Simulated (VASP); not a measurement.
A run of VASP 6.6.1 is set up as follows.

INCAR

```
SYSTEM = AgB2
ALGO = Normal ; EDIFF = 1E-6
EDIFFG = -0.04 ; ENCUT = 600
GGA = PE ; IBRION = 2
ISIF = 3 ; ISMEAR = 0
LASPH = .TRUE. ; LCHARG = .FALSE.
LREAL = .FALSE. ; LWAVE = .FALSE.
NELM = 60 ; NSW = 90
PREC = Accurate ; SIGMA = 0.1
```

The input KPOINTS:

```
k-points
0
G
  6 6 6
  0 0 0
```

POSCAR

```
AgB2
1.0
    3.0000016405      0.0000000000      0.0000000000
   -1.5000008203      2.5980776321      0.0000000000
    0.0000000000      0.0000000000      3.2400000000
Ag B
1 2
Direct
    0.0000000000      0.0000000000      0.0000000000
    0.3333333333      0.6666666667      0.5000000000
    0.6666666667      0.3333333333      0.5000000000
```

Potentials or basis: VASP PAW PBE potentials, release 64 (Ag, B).

Command:

```sh
$ cat potpaw_PBE.64/Ag/POTCAR potpaw_PBE.64/B/POTCAR > POTCAR
$ mpirun -np 1 vasp_std > vasp.out
```

Question: What does it give for the relaxed cell?

Answer: a = 3.020 Å, b = 3.020 Å, c = 4.061 Å, α = 90.00°, β = 90.00°, γ = 120.00°.

Question: Predict the relaxed volume.

Answer: 10.69 Å³/atom.

Stress tensor (GPa, compression positive):
```
 0.42  0.00  0.00
 0.00  0.42  0.00
 0.00  0.00 -0.26
```

Caveat: the k points lie up to 0.40 Å⁻¹ apart in the final cell; the volume moved by over 15 % at a fixed basis, so the end points are rough; the volume moved by +27 % from the deposited cell, more than functionals usually miss. Zero-point motion and thermal expansion aren't in these numbers.
